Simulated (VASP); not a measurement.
# PtSe2 (C2/m) in VASP: single point with LDA

Aim: the single point of PtSe2 with LDA.

Program: VASP 6.6.1. These are calculated values, not measurements. Logs are shortened: lines on timing, memory, paths and dates and some standing lists are left out, and cuts for length are marked.

**1. The cell of the first run**

It takes space group C2/m (No. 12, monoclinic). Conventional cell: a = 6.837 Å, b = 3.724 Å, c = 5.062 Å, α = 90.00°, β = 90.00°, γ = 90.00°. Within 3.3 Å of Pt (site symmetry 2/m) lie 6 Se at 2.52 to 2.61 Å. Within 3.5 Å of Se (site symmetry m) lie 3 Pt at 2.52 to 2.61 Å and 6 Se at 3.34 to 3.41 Å.

**2. Single point, LDA (strain +0.0600 x Voigt [0, 1, 0, 0, 0, 0])**

INCAR reads:

```
SYSTEM = PtSe2
PREC     = Accurate       ! precision mode
ENCUT    = 520            ! plane-wave cutoff, eV
EDIFF    = 1E-7           ! SCF threshold, eV
ISMEAR   = -1             ! smearing method
SIGMA    = 0.02           ! smearing width, eV
LREAL    = .FALSE.        ! projectors in reciprocal space
LASPH    = .TRUE.         ! aspherical terms in the spheres
NELM     = 60             ! most SCF steps
ALGO     = Normal         ! electronic algorithm
ISIF     = 2              ! what is computed and relaxed
LWAVE    = .FALSE.        ! write WAVECAR
LCHARG   = .FALSE.        ! write CHGCAR
GGA      = CA             ! functional
NBANDS   = 18             ! bands
```

KPOINTS reads:

```
regular mesh
0
G
  12 12 10
  0 0 0
```

POSCAR reads:

```
PtSe2
1.0
    3.7240006046      0.0000000000      0.0000000000
   -1.8620003023      3.4185838749      0.0000000000
    0.0000000000      0.0000000000      5.0620000000
Pt Se
1 2
Direct
    0.0000000000      0.0000000000      0.0000000000
    0.3333333333      0.6666666667      0.2500000000
    0.6666666667      0.3333333333      0.7500000000
```

Potentials or basis: VASP PAW LDA potentials, release 64 (Pt, Se).

Command:

```bash
$ cat potpaw_LDA.64/Pt/POTCAR potpaw_LDA.64/Se/POTCAR > POTCAR
$ mpirun -np 1 vasp_std > vasp.out
```

OUTCAR:

```text
SYSTEM = PtSe2
   PREC = Accurate
   ENCUT = 520
   EDIFF = 1E-7
   ISMEAR = -1
   LREAL = .FALSE.
   LASPH = .TRUE.
   NELM = 60
   ISIF = 2
   GGA = CA

 ion  position               nearest neighbor table
   1  0.000  0.000  0.000-   2 2.52   3 2.52   3 2.52   2 2.52   3 2.61   2 2.61
   2  0.333  0.667  0.250-   1 2.52   1 2.52   1 2.61
   3  0.667  0.333  0.750-   1 2.52   1 2.52   1 2.61

  LATTYP: Found a base centered orthorhombic cell.
 ALAT       =     3.7240006046
 B/A-ratio  =     1.8359738560
 C/A-ratio  =     1.3592908642

  Lattice vectors:

 A1 = (   1.8620003023,  -3.4185838749,   0.0000000000)
 A2 = (   1.8620003023,   3.4185838749,   0.0000000000)
 A3 = (   0.0000000000,   0.0000000000,   5.0620000000)

Analysis of symmetry for initial positions (statically):
=====================================================================
 Subroutine PRICEL returns:
 Original cell was already a primitive cell.

 Routine SETGRP: Setting up the symmetry group for a
 base centered orthorhombic supercell.

 Subroutine GETGRP returns: Found  4 space group operations
 (whereof  4 operations were pure point group operations)
 out of a pool of  8 trial point group operations.

The static configuration has the point symmetry C_2h.

Analysis of symmetry for dynamics (positions and initial velocities):
=====================================================================
 Subroutine PRICEL returns:
 Original cell was already a primitive cell.

 Routine SETGRP: Setting up the symmetry group for a
 base centered orthorhombic supercell.

 Subroutine GETGRP returns: Found  4 space group operations
 (whereof  4 operations were pure point group operations)
 out of a pool of  8 trial point group operations.

The dynamic configuration has the point symmetry C_2h.

 Subroutine INISYM returns: Found  4 space group operations
 (whereof  4 operations are pure point group operations),
 and found     1 'primitive' translations

----------------------------------------------------------------------------------------

                                     Primitive cell

  volume of cell :      64.4434

  direct lattice vectors                    reciprocal lattice vectors
     3.724000605  0.000000000  0.000000000     0.268528420  0.146259392  0.000000000
    -1.862000302  3.418583875  0.000000000     0.000000000  0.292518785  0.000000000
     0.000000000  0.000000000  5.062000000     0.000000000  0.000000000  0.197550375

  length of vectors
     3.724000605  3.892783173  5.062000000     0.305776589  0.292518785  0.197550375

  position of ions in fractional coordinates (direct lattice)
     0.000000000  0.000000000  0.000000000
     0.333333333  0.666666667  0.250000000
     0.666666667  0.333333333  0.750000000

  ion indices of the primitive-cell ions
   primitive index   ion index
                 1           1
                 2           2
                 3           3

----------------------------------------------------------------------------------------

 KPOINTS: regular mesh

Automatic generation of k-mesh.
 Grid dimensions read from file:
 generate k-points for:   12   12   10

 Generating k-lattice:

  Cartesian coordinates                     Fractional coordinates (reciprocal lattice)
     0.022377368  0.012188283  0.000000000     0.083333333  0.000000000  0.000000000
     0.000000000  0.024376565  0.000000000     0.000000000  0.083333333  0.000000000
     0.000000000  0.000000000  0.019755038     0.000000000  0.000000000  0.100000000

  Length of vectors
     0.025481382  0.024376565  0.019755038

  Shift w.r.t. Gamma in fractional coordinates (k-lattice)
     0.000000000  0.000000000  0.000000000

 Subroutine IBZKPT returns following result:
 ===========================================

 Found    398 irreducible k-points:

 Following reciprocal coordinates:
            Coordinates               Weight
  0.000000  0.000000  0.000000      1.000000
  0.083333  0.000000  0.000000      4.000000
  0.166667  0.000000  0.000000      4.000000
  0.250000  0.000000  0.000000      4.000000
  0.333333  0.000000  0.000000      4.000000
  0.416667  0.000000  0.000000      4.000000
[... 16 lines left out ...]
  0.333333  0.166667  0.000000      4.000000
  0.416667  0.166667  0.000000      4.000000
 [... further k-points ...]
   k-points           NKPTS =    398   k-points in BZ     NKDIM =    398   number of bands    NBANDS=     18
   number of dos      NEDOS =    301   number of ions     NIONS =      3
   total plane-waves  NPLWV =  33600
   dimension x,y,z NGX =    28 NGY =   30 NGZ =   40
   dimension x,y,z NGXF=    56 NGYF=   60 NGZF=   80
   ions per type =               1   2
   NGX,Y,Z   is equivalent  to a cutoff of  12.50, 12.81, 13.14 a.u.
   NGXF,Y,Z  is equivalent  to a cutoff of  25.00, 25.62, 26.27 a.u.
 SYSTEM =  PtSe2
   PREC   = accura    normal or accurate (medium, high low for compatibility)
   ISTART =      0    job   : 0-new  1-cont  2-samecut
   ICHARG =      2    charge: 1-file 2-atom 10-const
   ISPIN  =      1    spin polarized calculation?
   LNONCOLLINEAR =      F non collinear calculations
   LSORBIT =      F    spin-orbit coupling
   LASPH  =      T    aspherical Exc in radial PAW
   ENCUT  =  520.0 eV  38.22 Ry    6.18 a.u.   6.92  7.24  9.41*2*pi/ulx,y,z
   NELM   =     60;   NELMIN=  2; NELMDL= -5     # of ELM steps
   EDIFF  = 0.1E-06   stopping-criterion for ELM
   LREAL  =      F    real-space projection
   EDIFFG = 0.1E-05   stopping-criterion for IOM
   NSW    =      0    number of steps for IOM
   IBRION =     -1    ionic relax: 0-MD 1-quasi-New 2-CG
   NFREE  =      0    steps in history (QN), initial steepest desc. (CG)
   ISIF   =      2    stress and relaxation
   ISYM   =      2    0-nonsym 1-usesym 2-fastsym
   POTIM  = 0.5000    time-step for ionic-motion
   TEBEG  =    0.0;   TEEND  =   0.0 temperature during run
   PSTRESS=    0.0 pullay stress
   NELECT =      22.0000    total number of electrons
   NUPDOWN=      -1.0000    fix difference up-down
   EMIN   =  10.00;   EMAX   =-10.00  energy-range for DOS
   EFERMI =   0.00;   METHOD = LEGACY
   ISMEAR =    -1;   SIGMA  =   0.02  broadening in eV -4-tet -1-fermi 0-gaus
   EFERMI_NEDOS =   21; number of points for ismear=-14 and -15
   IALGO  =     38    algorithm
   IMIX   =      4    mixing-type and parameters
     AMIX     =   0.40;   BMIX     =  1.00
     AMIX_MAG =   1.60;   BMIX_MAG =  1.00
  volume/ion in A,a.u.               =      21.48       144.96
  Fermi-wavevector in a.u.,A,eV,Ry     =   1.144168  2.162163 17.811655  1.309120
  Thomas-Fermi vector in A             =   2.280861
   LORBIT       =      0    0 simple, 1 ext, 2 COOP (PROOUT), +10 PAW based schemes
   GGA     = CA    functional components
   LHFCALC =     F    Hartree Fock is set to
   AEXX    =    0.0000 exact exchange contribution
   IVDW    =     0    specifies the selected vdW correction
   LEPSILON=     F    determine dielectric tensor
   LRPA    =     F    only Hartree local field effects (RPA)
 non-spin polarized calculation
  energy-cutoff  :      520.00
  volume of cell :       64.44
 maximum number of plane-waves:      1760
   NGX = 13   NGY = 15   NGZ = 19

 number of electron      22.0000002 magnetization

 Free energy of the ion-electron system (eV)
  ---------------------------------------------------
  ext. energy  EPLUGINS =         0.00000000
  ---------------------------------------------------
  free energy    TOTEN  =       -16.91845684 eV

  energy without entropy =      -16.91727527  energy(sigma->0) =      -16.91786606

 E-fermi :   5.6518     XC(G=0): -10.6362

 val. band max:        5.6454848150   @ k =  -0.2500  -0.0833   0.3000
 cond. band min:       5.6524317905   @ k =   0.0000   0.1667   0.2000
 fundamental gap:      0.0069469755
 Fermi energy:         5.6518149035

 k-point     1 :       0.0000    0.0000    0.0000
  band No.  band energies     occupation
      1      -9.5159      2.00000
      2      -6.9326      2.00000
      3      -0.9330      2.00000
      4      -0.3693      2.00000
      5      -0.3242      2.00000
      6       1.9601      2.00000
[... 10 lines left out ...]
     17      13.3312      0.00000
     18      16.7937      0.00000

 k-point     2 :       0.0833    0.0000    0.0000
  band No.  band energies     occupation
      1      -9.4435      2.00000
      2      -6.9661      2.00000
      3      -0.8423      2.00000
      4      -0.3142      2.00000
      5      -0.2728      2.00000
      6       1.8916      2.00000
[... 10 lines left out ...]
     17      13.1085      0.00000
     18      16.0301      0.00000

 k-point     3 :       0.1667    0.0000    0.0000
  band No.  band energies     occupation
      1      -9.2340      2.00000
      2      -7.0586      2.00000
      3      -0.5856      2.00000
      4      -0.1729      2.00000
      5      -0.1039      2.00000
      6       1.5709      2.00000
[... 10 lines left out ...]
     17      13.4938      0.00000
     18      14.7322      0.00000

 k-point     4 :       0.2500    0.0000    0.0000
  band No.  band energies     occupation
      1      -8.9120      2.00000
      2      -7.1927      2.00000
      3      -0.2523      2.00000
      4       0.0169      2.00000
      5       0.2003      2.00000
      6       0.8356      2.00000
[... 10 lines left out ...]
     17      13.6372      0.00000
     18      13.9499      0.00000

 k-point     5 :       0.3333    0.0000    0.0000
  band No.  band energies     occupation
      1      -8.5227      2.00000
      2      -7.3533      2.00000
      3      -0.3739      2.00000
      4       0.1894      2.00000
      5       0.4362      2.00000
      6       0.7625      2.00000
[... 10 lines left out ...]
     17      13.3125      0.00000
     18      14.1585      0.00000

 k-point     6 :       0.4167    0.0000    0.0000
  band No.  band energies     occupation
      1      -8.1324      2.00000
      2      -7.5421      2.00000
      3      -0.9351      2.00000
      4       0.3012      2.00000
      5       0.6955      2.00000
      6       1.4152      2.00000
[... 10 lines left out ...]
     17      12.9517      0.00000
     18      15.3728      0.00000

 k-point     7 :       0.5000    0.0000    0.0000
  band No.  band energies     occupation
      1      -7.8507      2.00000
      2      -7.7409      2.00000
      3      -1.1648      2.00000
      4       0.3339      2.00000
      5       0.8440      2.00000
      6       1.8511      2.00000
[... 10 lines left out ...]
     17      12.8070      0.00000
     18      16.5135      0.00000

 k-point     8 :       0.0000    0.0833    0.0000
  band No.  band energies     occupation
      1      -9.4522      2.00000
      2      -6.9649      2.00000
      3      -0.8567      2.00000
      4      -0.3091      2.00000
      5      -0.2823      2.00000
      6       1.8690      2.00000
[... 10 lines left out ...]
     17      13.5379      0.00000
     18      15.6811      0.00000
[... 229 lines left out ...]
     17      14.0451      0.00000
     18      14.5334      0.00000

 k-point    20 :       0.0833    0.1667    0.0000
  band No.  band energies     occupation
      1      -9.0850      2.00000
      2      -7.1381      2.00000
      3      -0.4447      2.00000
      4      -0.0600      2.00000
      5       0.0325      2.00000
      6       1.2355      2.00000
[... 10 lines left out ...]
     17      13.9004      0.00000
     18      14.3689      0.00000

 k-point    21 :       0.1667    0.1667    0.0000
  band No.  band energies     occupation
      1      -8.7962      2.00000
      2      -7.2509      2.00000
      3      -0.1713      2.00000
      4       0.0935      2.00000
      5       0.2304      2.00000
      6       0.8210      2.00000
[... 10 lines left out ...]
     17      13.3591      0.00000
     18      14.4180      0.00000

 k-point    22 :       0.2500    0.1667    0.0000
  band No.  band energies     occupation
      1      -8.4464      2.00000
      2      -7.3771      2.00000
      3      -0.1838      2.00000
      4       0.0049      2.00000
      5       0.4548      2.00000
      6       0.7115      2.00000
[... 10 lines left out ...]
     17      13.5102      0.00000
     18      14.8585      0.00000

 k-point    23 :       0.3333    0.1667    0.0000
  band No.  band energies     occupation
      1      -8.1006      2.00000
      2      -7.5167      2.00000
      3      -0.7679      2.00000
      4       0.0843      2.00000
      5       0.7180      2.00000
      6       0.9563      2.00000
[... 10 lines left out ...]
     17      14.6702      0.00000
     18      14.8297      0.00000

 k-point    24 :       0.4167    0.1667    0.0000
  band No.  band energies     occupation
      1      -7.8314      2.00000
      2      -7.6868      2.00000
      3      -1.0320      2.00000
      4       0.1543      2.00000
      5       0.8128      2.00000
      6       1.0528      2.00000
[... 10 lines left out ...]
     17      14.6640      0.00000
     18      15.2847      0.00000

 [... further k-points ...]

------------------------ aborting loop because EDIFF is reached ----------------------------------------

  FORCE on cell =-STRESS in cart. coord.  units (eV):
  Direction    XX          YY          ZZ          XY          YZ          ZX
  --------------------------------------------------------------------------------------
  -------------------------------------------------------------------------------------
  Total       -1.9750995     -4.7638991     -2.1873872      0.0000000     -0.5808643      0.0000000
  in kB      -49.1045159   -118.4390759    -54.3823688      0.0000000    -14.4413293      0.0000000
  external PRESSURE =     -73.9753202 kB  Pullay stress =       0.0000000 kB

 VOLUME and BASIS-vectors are now :
 -----------------------------------------------------------------------------
  energy-cutoff  :      520.00
  volume of cell :       64.44
      direct lattice vectors                 reciprocal lattice vectors
     3.724000605  0.000000000  0.000000000     0.268528420  0.146259392  0.000000000
    -1.862000302  3.418583875  0.000000000     0.000000000  0.292518785  0.000000000
     0.000000000  0.000000000  5.062000000     0.000000000  0.000000000  0.197550375

 POSITION                                       TOTAL-FORCE (eV/Angst)
 -----------------------------------------------------------------------------------
      0.00000      0.00000      0.00000         0.000000      0.000000     -0.000000
     -0.00000      2.27906      1.26550         0.000000     -0.133202     -0.353275
      1.86200      1.13953      3.79650        -0.000000      0.133202      0.353275
 -----------------------------------------------------------------------------------
    total drift:                               -0.000000     -0.000000     -0.000000

  FREE ENERGIE OF THE ION-ELECTRON SYSTEM (eV)
  ---------------------------------------------------
  free  energy   TOTEN  =       -16.9184568441 eV

  energy  without entropy=      -16.9172752707  energy(sigma->0) =      -16.91786606
```

Wall time 4.9 min (1 thread of Intel Xeon Platinum 8259CL at 2.50GHz (Skylake/Cascade Lake), shared host); peak memory 0.53 GiB.

Results:

| Quantity | Value |
| --- | --- |
| Free energy | -16.9185 eV |
| Pressure | -7.4 GPa |
| Largest force | 0.378 eV/Å |
| Band gap on the k mesh | zero (bands 11 and 12 overlap by 0.62 eV) |

Forces on the atoms (eV/Å):
```
Pt   0.000  0.000  0.000
Se   0.000 -0.133 -0.353
Se   0.000  0.133  0.353
```

Stress tensor (GPa, compression positive):
```
 -4.91   0.00   0.00
  0.00 -11.84  -1.44
  0.00  -1.44  -5.44
```

Levels at points of the mesh, in eV from the Fermi level:
| k point | band 9 | band 10 | band 11 | band 12 | band 13 | band 14 |
| --- | --- | --- | --- | --- | --- | --- |
| (0.00, 0.00, 0.00) | -1.13 | -0.86 | 0.49 | 1.21 | 1.42 | 3.58 |
| (0.50, 0.00, 0.00) | -3.22 | -3.08 | -2.72 | 0.65 | 2.17 | 4.40 |
| (0.00, 0.50, 0.00) | -3.15 | -3.04 | -2.77 | 0.48 | 2.35 | 4.93 |
| (0.00, 0.00, 0.50) | -1.65 | -1.53 | -1.30 | 2.01 | 2.22 | 4.76 |
| (0.50, 0.00, 0.50) | -2.84 | -2.79 | -1.17 | 0.82 | 1.32 | 4.45 |
| (0.00, 0.50, 0.50) | -3.07 | -2.35 | -1.07 | 1.09 | 1.18 | 4.59 |

Caveat: the cell differs from its parent crystal (strain +0.0600 x Voigt [0, 1, 0, 0, 0, 0]); the stress differs along the axes, from -12 to -5 GPa; spin-orbit coupling is left out, which moves the levels of the heavy elements.
